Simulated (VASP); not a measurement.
A run of VASP 6.6.1 is set up as follows.

INCAR

```
ALGO = Normal
EDIFF = 1E-6
ENCUT = 520
ISIF = 2
ISMEAR = -1
LASPH = True
LCHARG = False
LREAL = False
LWAVE = False
NBANDS = 12
NELM = 60
PREC = Accurate
SIGMA = 0.1
```

File KPOINTS:

```
k-points
0
Gamma
  16 16 16
```

Contents of POSCAR:

```
Ag
1.0
    2.6468679787      0.0000000000      0.0000000000
    0.0000000000      2.6468679787      0.0000000000
    0.0000000000      0.0000000000      2.6468679787
Ag
1
Direct
    0.0000000000      0.0000000000      0.0000000000
```

Potentials or basis: VASP PAW LDA potentials, release 64 (Ag).

Command:

```bash
$ cat potpaw_LDA.64/Ag/POTCAR > POTCAR
$ mpirun -np 1 vasp_std > vasp.out
```

**Question.** What does it give for the pressure?

**Answer.** 0.1 GPa.
